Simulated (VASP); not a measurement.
Input of a VASP 6.6.1 run:

Contents of POSCAR:

```
WS2
1.0
    1.6121977457      0.9308028025      6.6319433600
   -1.6121977457      0.9308028025      6.6319433600
    0.0000000000     -1.8616056049      6.6319433600
W S
1 2
Direct
    0.0006755117      0.0006755117      0.0006755117
    0.2563109189      0.2563109189      0.2563109189
    0.4117135694      0.4117135694      0.4117135694
```

File INCAR.step1:

```
SYSTEM = WS2
  PREC = Accurate
  ENCUT = 520
  ISMEAR = -1
  SIGMA = 0.02
  LREAL = .False.
  LASPH = .True.
  NELM = 100
  NBANDS = 20
  GGA = PE
  ALGO = Normal
  EDIFF = 1E-4
  LWAVE = .True.
  LCHARG = .False.
```

Contents of INCAR.step2:

```
SYSTEM = WS2
  PREC = Accurate
  ENCUT = 520
  EDIFF = 1E-6
  ISMEAR = -1
  SIGMA = 0.02
  LREAL = .False.
  LASPH = .True.
  NELM = 100
  ALGO = Normal
  ISIF = 2
  LWAVE = .False.
  LCHARG = .False.
  METAGGA = R2SCAN
  LMIXTAU = .True.
  NBANDS = 20
  ISTART = 1
```

File KPOINTS:

```
Automatic mesh
0
Gamma
  10 10 10
  0 0 0
```

Potentials or basis: VASP PAW PBE potentials, release 64 (W_sv, S).

Command:

```bash
$ cat potpaw_PBE.64/W_sv/POTCAR potpaw_PBE.64/S/POTCAR > POTCAR
$ cp INCAR.step1 INCAR
$ mpirun -np 1 vasp_std > vasp.out
$ cp INCAR.step2 INCAR
$ mpirun -np 1 vasp_std > vasp.out
```

(1) Estimate the largest force.

(2) Estimate the band gap on the k mesh.

Answers

(1) 0.014 eV/Å.

(2) 1.33 eV (least direct gap 2.12 eV).

Caveat: the PAW data sets were made with another functional, which shifts forces and pressure a little; spin-orbit coupling is left out, which moves the levels of the heavy elements.
